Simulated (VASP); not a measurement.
# Sn2Ge (I4_1/amd) in VASP: further runs

Runs on Sn2Ge. Level: PBE. Tasks: single point, relaxation of cell and atoms.

Everything below comes from runs of VASP 6.6.1. Logs are shortened: lines on timing, memory, paths and dates and some standing lists are left out, and cuts for length are marked.

## (1) The cell of the first run

The structure is tetragonal, space group I4_1/amd (No. 141). Conventional cell: a = 5.667 Å, b = 5.667 Å, c = 9.438 Å, α = 90.00°, β = 90.00°, γ = 90.00°. Within 3.8 Å of Sn (site symmetry 2mm) lie 3 Ge at 2.89 to 2.94 Å and 7 Sn at 3.08 to 3.69 Å. Within 3.8 Å of Ge (site symmetry -4m2) lie 6 Sn at 2.89 to 2.94 Å and 4 Ge at 3.69 Å.

## (2) Single point, PBE

Contents of INCAR:

```
  ALGO = Fast
  EDIFF = 1E-6
  ENCUT = 520
  GGA = PE
  ISIF = 2
  ISMEAR = 0
  LASPH = T
  LCHARG = T
  LELF = T
  LREAL = F
  LVHAR = T
  LWAVE = F
  NBANDS = 51
  NELM = 100
  PREC = Accurate
  SIGMA = 0.2
```

Contents of KPOINTS:

```
k-points
0
Gamma
  4 4 4
```

Contents of POSCAR:

```
Sn2Ge
1.0
   -2.8337140584      2.8337140584      4.7189975288
    2.8337140584     -2.8337140584      4.7189975288
    2.8337140584      2.8337140584     -4.7189975288
Sn Ge
4 2
Direct
    0.4384024035      0.9384024035      0.5000000000
    0.0615975965      0.5615975965      0.5000000000
    0.6884024035      0.6884024035      0.0000000000
    0.3115975965      0.3115975965      0.0000000000
    0.0000000000      0.0000000000      0.0000000000
    0.7500000000      0.2500000000      0.5000000000
```

Potentials or basis: VASP PAW PBE potentials, release 64 (Sn_d, Ge_d).

Launch:

```console
$ cat potpaw_PBE.64/Sn_d/POTCAR potpaw_PBE.64/Ge_d/POTCAR > POTCAR
$ mpirun -np 1 vasp_std > vasp.out
```

OUTCAR:

```text
EDIFF = 1E-6
   ENCUT = 520
   GGA = PE
   ISIF = 2
   ISMEAR = 0
   LASPH = T
   LREAL = F
   NELM = 100
   PREC = Accurate

 ion  position               nearest neighbor table
   1  0.438  0.938  0.500-   5 2.89   5 2.89   6 2.94   4 3.08   4 3.08   2 3.56   3 3.69   3 3.69
                             3 3.69   3 3.69
   2  0.062  0.562  0.500-   5 2.89   5 2.89   6 2.94   3 3.08   3 3.08   1 3.56   4 3.69   4 3.69
                             4 3.69   4 3.69
   3  0.688  0.688  0.000-   6 2.89   6 2.89   5 2.94   2 3.08   2 3.08   4 3.56   1 3.69   1 3.69
                             1 3.69   1 3.69
   4  0.312  0.312  0.000-   6 2.89   6 2.89   5 2.94   1 3.08   1 3.08   3 3.56   2 3.69   2 3.69
                             2 3.69   2 3.69
   5  0.000  0.000  0.000-   2 2.89   1 2.89   2 2.89   1 2.89   3 2.94   4 2.94
   6  0.750  0.250  0.500-   4 2.89   3 2.89   4 2.89   3 2.89   2 2.94   1 2.94

  LATTYP: Found a body centered tetragonal cell.
 ALAT       =     5.6674281168
 C/A-ratio  =     1.6653047667

  Lattice vectors:

 A1 = (  -2.8337140584,   2.8337140584,   4.7189975288)
 A2 = (   2.8337140584,  -2.8337140584,   4.7189975288)
 A3 = (   2.8337140584,   2.8337140584,  -4.7189975288)

Analysis of symmetry for initial positions (statically):
=====================================================================
 Subroutine PRICEL returns:
 Original cell was already a primitive cell.

 Routine SETGRP: Setting up the symmetry group for a
 body centered tetragonal supercell.

 Subroutine GETGRP returns: Found 16 space group operations
 (whereof  8 operations were pure point group operations)
 out of a pool of 16 trial point group operations.

The static configuration has the point symmetry D_2d.
 The point group associated with its full space group is D_4h.

Analysis of symmetry for dynamics (positions and initial velocities):
=====================================================================
 Subroutine PRICEL returns:
 Original cell was already a primitive cell.

 Routine SETGRP: Setting up the symmetry group for a
 body centered tetragonal supercell.

 Subroutine GETGRP returns: Found 16 space group operations
 (whereof  8 operations were pure point group operations)
 out of a pool of 16 trial point group operations.

The dynamic configuration has the point symmetry D_2d.
 The point group associated with its full space group is D_4h.

 Subroutine INISYM returns: Found 16 space group operations
 (whereof  8 operations are pure point group operations),
 and found     1 'primitive' translations

----------------------------------------------------------------------------------------

                                     Primitive cell

  volume of cell :     151.5730

  direct lattice vectors                    reciprocal lattice vectors
    -2.833714058  2.833714058  4.718997529     0.000000000  0.176446878  0.105954707
     2.833714058 -2.833714058  4.718997529     0.176446878  0.000000000  0.105954707
     2.833714058  2.833714058 -4.718997529     0.176446878  0.176446878  0.000000000

  length of vectors
     6.191026442  6.191026442  6.191026442     0.205815210  0.205815210  0.249533569

  position of ions in fractional coordinates (direct lattice)
     0.438402403  0.938402403  0.500000000
     0.061597597  0.561597597  0.500000000
     0.688402403  0.688402403  0.000000000
     0.311597597  0.311597597  0.000000000
     0.000000000  0.000000000  0.000000000
     0.750000000  0.250000000  0.500000000

  ion indices of the primitive-cell ions
   primitive index   ion index
                 1           1
                 2           2
                 3           3
                 4           4
                 5           5
                 6           6

----------------------------------------------------------------------------------------

 KPOINTS: k-points

Automatic generation of k-mesh.
 Grid dimensions read from file:
 generate k-points for:    4    4    4

 Generating k-lattice:

  Cartesian coordinates                     Fractional coordinates (reciprocal lattice)
     0.000000000  0.044111720  0.026488677     0.250000000  0.000000000  0.000000000
     0.044111720  0.000000000  0.026488677     0.000000000  0.250000000  0.000000000
     0.044111720  0.044111720  0.000000000     0.000000000  0.000000000  0.250000000

  Length of vectors
     0.051453803  0.051453803  0.062383392

  Shift w.r.t. Gamma in fractional coordinates (k-lattice)
     0.000000000  0.000000000  0.000000000

 Subroutine IBZKPT returns following result:
 ===========================================

 Found     13 irreducible k-points:

 Following reciprocal coordinates:
            Coordinates               Weight
  0.000000  0.000000  0.000000      1.000000
  0.250000  0.000000  0.000000      8.000000
  0.500000  0.000000  0.000000      4.000000
  0.250000  0.250000  0.000000      8.000000
  0.500000  0.250000  0.000000     16.000000
 -0.250000  0.250000  0.000000      4.000000
  0.500000  0.500000  0.000000      2.000000
  0.250000  0.250000  0.250000      2.000000
 -0.250000  0.250000  0.250000      4.000000
  0.500000  0.500000  0.250000      4.000000
 -0.250000  0.500000  0.250000      8.000000
 -0.250000 -0.250000  0.250000      2.000000
  0.500000  0.500000  0.500000      1.000000
   k-points           NKPTS =     13   k-points in BZ     NKDIM =     13   number of bands    NBANDS=     51
   number of dos      NEDOS =    301   number of ions     NIONS =      6
   total plane-waves  NPLWV = 110592
   dimension x,y,z NGX =    48 NGY =   48 NGZ =   48
   dimension x,y,z NGXF=    96 NGYF=   96 NGZF=   96
   ions per type =               4   2
   NGX,Y,Z   is equivalent  to a cutoff of  12.89, 12.89, 12.89 a.u.
   NGXF,Y,Z  is equivalent  to a cutoff of  25.78, 25.78, 25.78 a.u.
 SYSTEM =  unknown system
   PREC   = accura    normal or accurate (medium, high low for compatibility)
   ISTART =      0    job   : 0-new  1-cont  2-samecut
   ICHARG =      2    charge: 1-file 2-atom 10-const
   ISPIN  =      1    spin polarized calculation?
   LNONCOLLINEAR =      F non collinear calculations
   LSORBIT =      F    spin-orbit coupling
   LASPH  =      T    aspherical Exc in radial PAW
   ENCUT  =  520.0 eV  38.22 Ry    6.18 a.u.  11.51 11.51 11.51*2*pi/ulx,y,z
   NELM   =    100;   NELMIN=  2; NELMDL= -5     # of ELM steps
   EDIFF  = 0.1E-05   stopping-criterion for ELM
   LREAL  =      F    real-space projection
   EDIFFG = 0.1E-04   stopping-criterion for IOM
   NSW    =      0    number of steps for IOM
   IBRION =     -1    ionic relax: 0-MD 1-quasi-New 2-CG
   NFREE  =      0    steps in history (QN), initial steepest desc. (CG)
   ISIF   =      2    stress and relaxation
   ISYM   =      2    0-nonsym 1-usesym 2-fastsym
   POTIM  = 0.5000    time-step for ionic-motion
   TEBEG  =    0.0;   TEEND  =   0.0 temperature during run
   PSTRESS=    0.0 pullay stress
   NELECT =      84.0000    total number of electrons
   NUPDOWN=      -1.0000    fix difference up-down
   EMIN   =  10.00;   EMAX   =-10.00  energy-range for DOS
   EFERMI =   0.00;   METHOD = LEGACY
   ISMEAR =     0;   SIGMA  =   0.20  broadening in eV -4-tet -1-fermi 0-gaus
   EFERMI_NEDOS =   21; number of points for ismear=-14 and -15
   IALGO  =     68    algorithm
   IMIX   =      4    mixing-type and parameters
     AMIX     =   0.40;   BMIX     =  1.00
     AMIX_MAG =   1.60;   BMIX_MAG =  1.00
  volume/ion in A,a.u.               =      25.26       170.48
  Fermi-wavevector in a.u.,A,eV,Ry     =   1.344706  2.541126 24.602519  1.808234
  Thomas-Fermi vector in A             =   2.472678
   LORBIT       =      0    0 simple, 1 ext, 2 COOP (PROOUT), +10 PAW based schemes
   GGA     = PE    functional components
   LHFCALC =     F    Hartree Fock is set to
   AEXX    =    0.0000 exact exchange contribution
   IVDW    =     0    specifies the selected vdW correction
   LEPSILON=     F    determine dielectric tensor
   LRPA    =     F    only Hartree local field effects (RPA)
 non-spin polarized calculation
 RMM-DIIS sequential band-by-band and
 Gauss-broadening in eV      SIGMA  =   0.20
  energy-cutoff  :      520.00
  volume of cell :      151.57
 maximum number of plane-waves:      4129
 NGX is ok and might be reduce to    48
   NGX = 23   NGY = 23   NGZ = 23

 number of electron      83.9999994 magnetization

 Free energy of the ion-electron system (eV)
  ---------------------------------------------------
  ext. energy  EPLUGINS =         0.00000000
  ---------------------------------------------------
  free energy    TOTEN  =       -23.79259322 eV

  energy without entropy =      -23.73429779  energy(sigma->0) =      -23.76344550

 E-fermi :   7.4713     XC(G=0): -10.3817

 val. band max:        7.2756353505   @ k =   0.5000   0.0000   0.0000
 cond. band min:       7.4917823927   @ k =   0.5000   0.0000   0.0000
 fundamental gap:      0.2161470422
 Fermi energy:         7.4713460170

 k-point     1 :       0.0000    0.0000    0.0000
  band No.  band energies     occupation
      1     -17.2863      2.00000
      2     -17.2818      2.00000
      3     -17.2803      2.00000
      4     -17.2749      2.00000
      5     -17.2704      2.00000
      6     -17.2704      2.00000
[... 43 lines left out ...]
     50      13.7682      0.00000
     51      13.9204      0.00000

 k-point     2 :       0.2500    0.0000    0.0000
  band No.  band energies     occupation
      1     -17.2858      2.00000
      2     -17.2822      2.00000
      3     -17.2787      2.00000
      4     -17.2756      2.00000
      5     -17.2708      2.00000
      6     -17.2681      2.00000
[... 43 lines left out ...]
     50      12.2055      0.00000
     51      12.9546      0.00000

 k-point     3 :       0.5000    0.0000    0.0000
  band No.  band energies     occupation
      1     -17.2853      2.00000
      2     -17.2826      2.00000
      3     -17.2776      2.00000
      4     -17.2748      2.00000
      5     -17.2712      2.00000
      6     -17.2666      2.00000
[... 529 lines left out ...]
     50      11.0736      0.00000
     51      13.1028      0.00000

 k-point    13 :       0.5000    0.5000    0.5000
  band No.  band energies     occupation
      1     -17.2848      2.00000
      2     -17.2848      2.00000
      3     -17.2769      2.00000
      4     -17.2769      2.00000
      5     -17.2717      2.00000
      6     -17.2717      2.00000
[... 43 lines left out ...]
     50      11.0425      0.00000
     51      11.9350      0.00000

------------------------ aborting loop because EDIFF is reached ----------------------------------------

  FORCE on cell =-STRESS in cart. coord.  units (eV):
  Direction    XX          YY          ZZ          XY          YZ          ZX
  --------------------------------------------------------------------------------------
  -------------------------------------------------------------------------------------
  Total       -0.1084906     -0.1084906      0.0407869      0.0000000     -0.0000000     -0.0000000
  in kB       -1.1467819     -1.1467819      0.4311310      0.0000000     -0.0000000     -0.0000000
  external PRESSURE =      -0.6208110 kB  Pullay stress =       0.0000000 kB

 VOLUME and BASIS-vectors are now :
 -----------------------------------------------------------------------------
  energy-cutoff  :      520.00
  volume of cell :      151.57
      direct lattice vectors                 reciprocal lattice vectors
    -2.833714058  2.833714058  4.718997529     0.000000000  0.176446878  0.105954707
     2.833714058 -2.833714058  4.718997529     0.176446878  0.000000000  0.105954707
     2.833714058  2.833714058 -4.718997529     0.176446878  0.176446878  0.000000000

 POSITION                                       TOTAL-FORCE (eV/Angst)
 -----------------------------------------------------------------------------------
      2.83371      0.00000      4.13764         0.000000     -0.000000      0.030854
      2.83371      0.00000      0.58136         0.000000     -0.000000     -0.030854
      0.00000      0.00000      6.49714        -0.000000      0.000000      0.030854
      0.00000      0.00000      2.94086        -0.000000      0.000000     -0.030854
      0.00000      0.00000      0.00000        -0.000000     -0.000000     -0.000000
      0.00000      2.83371      2.35950        -0.000000     -0.000000     -0.000000
 -----------------------------------------------------------------------------------
    total drift:                                0.000000      0.000000     -0.000000

  FREE ENERGIE OF THE ION-ELECTRON SYSTEM (eV)
  ---------------------------------------------------
  free  energy   TOTEN  =       -23.7925932164 eV

  energy  without entropy=      -23.7342977935  energy(sigma->0) =      -23.76344550
```

It took 2 min on 1 thread of AMD EPYC 9R45 (Zen 5), shared host; peak memory 0.33 GiB.

What came out:

```
Free energy            : -23.7926 eV
Pressure               : -0.1 GPa
Largest force          : 0.031 eV/Å
Band gap on the k mesh : zero (bands 42 and 43 overlap by 2.45 eV)
```

Forces in eV/Å, atoms in the order of the input:
```
Sn   0.000  0.000  0.031
Sn   0.000  0.000 -0.031
Sn   0.000  0.000  0.031
Sn   0.000  0.000 -0.031
Ge   0.000  0.000  0.000
Ge   0.000  0.000  0.000
```

Caveat: spin-orbit coupling is left out, which moves the levels of the heavy elements.

## (3) Relaxation of cell and atoms, PBE

This run uses another cell than the first one, of 24.91 Å³/atom.

Contents of INCAR:

```
PREC = Accurate
ENCUT = 600
EDIFF = 1E-6
ISMEAR = 0
SIGMA = 0.2
LREAL = F
LASPH = T
NELM = 80
ALGO = Fast
ISIF = 3
LWAVE = F
LCHARG = F
GGA = PE
IBRION = 2
NSW = 36
EDIFFG = -0.08
```

Contents of KPOINTS:

```
Automatic mesh
0
Gamma
  4 4 4
```

Contents of POSCAR:

```
Sn2Ge
1.0
   -2.8500000000      2.8500000000      4.6000000000
    2.8500000000     -2.8500000000      4.6000000000
    2.8500000000      2.8500000000     -4.6000000000
Sn Ge
4 2
Direct
    0.4167000000      0.9167000000      0.5000000000
    0.0833000000      0.5833000000      0.5000000000
    0.6667000000      0.6667000000      0.0000000000
    0.3333000000      0.3333000000      0.0000000000
    0.0000000000      0.0000000000      0.0000000000
    0.7500000000      0.2500000000      0.5000000000
```

Potentials or basis: VASP PAW PBE potentials, release 64 (Sn_d, Ge_d).

Launch:

```console
$ cat potpaw_PBE.64/Sn_d/POTCAR potpaw_PBE.64/Ge_d/POTCAR > POTCAR
$ mpirun -np 1 vasp_std > vasp.out
```

OUTCAR:

```text
PREC = Accurate
   ENCUT = 600
   EDIFF = 1E-6
   ISMEAR = 0
   LREAL = F
   LASPH = T
   NELM = 80
   ISIF = 3
   GGA = PE
   IBRION = 2
   NSW = 36
   EDIFFG = -0.08

 ion  position               nearest neighbor table
   1  0.417  0.917  0.500-   5 2.95   5 2.95   4 2.95   4 2.95   6 3.07   2 3.07   3 3.66   3 3.66
                             3 3.66   3 3.66
   2  0.083  0.583  0.500-   5 2.95   5 2.95   3 2.95   3 2.95   6 3.07   1 3.07   4 3.66   4 3.66
                             4 3.66   4 3.66
   3  0.667  0.667  0.000-   6 2.95   6 2.95   2 2.95   2 2.95   5 3.07   4 3.07   1 3.66   1 3.66
                             1 3.66   1 3.66
   4  0.333  0.333  0.000-   6 2.95   6 2.95   1 2.95   1 2.95   5 3.07   3 3.07   2 3.66   2 3.66
                             2 3.66   2 3.66
   5  0.000  0.000  0.000-   2 2.95   1 2.95   2 2.95   1 2.95   3 3.07   4 3.07
   6  0.750  0.250  0.500-   4 2.95   3 2.95   4 2.95   3 2.95   2 3.07   1 3.07

[... 192 lines left out ...]
  -------------------------------------------------------------------------------------
  Total        0.6075098      0.6075098      2.0538934      0.0000000      0.0000000     -0.0000000
  in kB        6.5126284      6.5126284     22.0181559      0.0000000      0.0000000     -0.0000000
  external PRESSURE =      11.6811376 kB  Pullay stress =       0.0000000 kB
[... 307 lines left out ...]
--------------------------------------- Ionic step        9  -------------------------------------------

 number of electron      84.0000020 magnetization

 Free energy of the ion-electron system (eV)
  ---------------------------------------------------
  ext. energy  EPLUGINS =         0.00000000
  ---------------------------------------------------
  free energy    TOTEN  =       -23.79307931 eV

  energy without entropy =      -23.73371557  energy(sigma->0) =      -23.76339744

 E-fermi :   7.4336     XC(G=0): -10.3625

 val. band max:        7.2263101832   @ k =   0.5000  -0.0000   0.0000
 cond. band min:       7.4521060745   @ k =   0.5000  -0.0000   0.0000
 fundamental gap:      0.2257958913
 Fermi energy:         7.4335734445

 k-point     1 :       0.0000    0.0000    0.0000
  band No.  band energies     occupation
      1     -17.3322      2.00000
      2     -17.3278      2.00000
      3     -17.3262      2.00000
      4     -17.3209      2.00000
      5     -17.3163      2.00000
      6     -17.3163      2.00000
[... 711 lines left out ...]
  FREE ENERGIE OF THE ION-ELECTRON SYSTEM (eV)
  ---------------------------------------------------
  free  energy   TOTEN  =       -23.7930793096 eV

  energy  without entropy=      -23.7337155710  energy(sigma->0) =      -23.76339744

 reached required accuracy - stopping structural energy minimisation
```

CONTCAR:

```text
Sn2Ge
   1.00000000000000
    -2.8340624909737078    2.8340624909737078    4.7363872790657000
     2.8340624909737078   -2.8340624909737078    4.7363872790657000
     2.8340624909737078    2.8340624909737078   -4.7363872790657000
  Sn              Ge
     4     2
Direct
     0.4391892983045298    0.9391892983045299    0.5000000000000000
     0.0608107016954702    0.5608107016954701    0.5000000000000000
     0.6891892983045299    0.6891892983045299    0.0000000000000000
     0.3108107016954702    0.3108107016954702    0.0000000000000000
     0.0000000000000000    0.0000000000000000    0.0000000000000000
     0.7500000000000000    0.2500000000000000    0.5000000000000000

  0.00000000E+00  0.00000000E+00  0.00000000E+00
  0.00000000E+00  0.00000000E+00  0.00000000E+00
  0.00000000E+00  0.00000000E+00  0.00000000E+00
  0.00000000E+00  0.00000000E+00  0.00000000E+00
  0.00000000E+00  0.00000000E+00  0.00000000E+00
  0.00000000E+00  0.00000000E+00  0.00000000E+00
```

Wall time 18 min (1 thread of AMD EPYC 9R45 (Zen 5), shared host); peak memory 0.4 GiB.

What came out:

* Free energy: -23.7931 eV
* Relaxed volume: 25.36 Å³/atom
* Relaxed cell: a = 6.205 Å, b = 6.205 Å, c = 6.205 Å, α = 125.64°, β = 125.64°, γ = 80.48°
* Space group after relaxing (to 0.1 Å): I4_1/amd (No. 141)
* Energy gained by relaxing: 42.7 meV/atom
* Ionic steps: 9
* Pressure after relaxing: -0.2 GPa
* Largest force after relaxing: 0.017 eV/Å
* Band gap on the k mesh: zero (bands 42 and 43 overlap by 2.42 eV)

Forces in eV/Å, atoms in the order of the input:
```
Sn   0.000  0.000  0.017
Sn   0.000  0.000 -0.017
Sn   0.000  0.000  0.017
Sn   0.000  0.000 -0.017
Ge   0.000  0.000  0.000
Ge   0.000  0.000  0.000
```

Step by step:
```
step  energy change (eV)  largest force (eV/Å)  pressure (GPa)  volume (Å³)
   1              0.0000                0.6575            1.17       149.45
   2             -0.0853                0.4747           -0.54       153.41
   3             -0.1050                0.3833           -1.51       156.19
   4             -0.1782                0.2975           -0.58       153.05
   5             -0.2259                0.1650            1.00       148.53
   6             -0.2265                0.1469            1.18       147.96
   7             -0.2542                0.0107            0.42       150.40
   8             -0.2550                0.0248            0.29       150.94
   9             -0.2561                0.0172           -0.17       152.17
```

Final structure:
```xyz
6
Lattice="-2.8341 2.8341 4.7364 2.8341 -2.8341 4.7364 2.8341 2.8341 -4.7364" Properties=species:S:1:pos:R:3 pbc="T T T"
Sn    2.8341    0.0000    4.1603
Sn    2.8341    0.0000    0.5760
Sn    0.0000    0.0000    6.5285
Sn    0.0000    0.0000    2.9442
Ge    0.0000    0.0000    0.0000
Ge    0.0000    2.8341    2.3682
```

Levels at points of the mesh, in eV from the Fermi level:
| k point | band 40 | band 41 | band 42 | band 43 | band 44 | band 45 |
| --- | --- | --- | --- | --- | --- | --- |
| (0.00, 0.00, 0.00) | -3.45 | -3.45 | -2.12 | -1.98 | -1.98 | 2.54 |
| (0.50, 0.00, 0.00) | -1.94 | -1.40 | -0.21 | 0.02 | 1.21 | 1.71 |
| (0.50, 0.50, 0.00) | -1.87 | 0.39 | 0.39 | 1.24 | 1.25 | 2.31 |
| (0.50, 0.50, 0.50) | -1.34 | -0.71 | -0.71 | -0.61 | -0.61 | 0.38 |

Caveat: spin-orbit coupling is left out, which moves the levels of the heavy elements.

(Continued in part 2 of 2.)

The gap in the log of VASP goes by the Fermi energy; the results here count the filled bands.